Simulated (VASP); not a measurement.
A run of VASP 6.6.1:

File INCAR:

```
SYSTEM = Cs
PREC     = Accurate       ! precision mode
ENCUT    = 520            ! plane-wave cutoff, eV
EDIFF    = 1E-7           ! SCF threshold, eV
ISMEAR   = 0              ! smearing method
SIGMA    = 0.1            ! smearing width, eV
LREAL    = .FALSE.        ! projectors in reciprocal space
LASPH    = .TRUE.         ! aspherical terms in the spheres
NELM     = 100            ! most SCF steps
ALGO     = Normal         ! electronic algorithm
ISIF     = 2              ! what is computed and relaxed
LWAVE    = .FALSE.        ! write WAVECAR
LCHARG   = .FALSE.        ! write CHGCAR
GGA      = PE             ! functional
NBANDS   = 10             ! bands
```

Contents of KPOINTS:

```
Automatic mesh
0
G
  12 12 12
  0 0 0
```

The input POSCAR:

```
Cs
1.0
    5.0390102000      0.0000000000      0.0000000000
    0.0000000000      5.0390102000      0.0000000000
    0.0000000000      0.0000000000      5.0390102000
Cs
1
Direct
    0.5000000000      0.5000000000      0.5000000000
```

Potentials or basis: VASP PAW PBE potentials, release 64 (Cs_sv).

Run with:

```bash
$ cat potpaw_PBE.64/Cs_sv/POTCAR > POTCAR
$ mpirun -np 1 vasp_std > vasp.out
```

Hardware: 1 thread of Intel(R) Xeon(R) 6975P-C (Granite Rapids), on a shared host.

Problem. Estimate the wall time of this run.

Solution. Run time: 81 s on 1 thread of Intel(R) Xeon(R) 6975P-C (Granite Rapids), on a shared host, peak memory 0.29 GiB. Counts: scf iterations 13, k points 84.
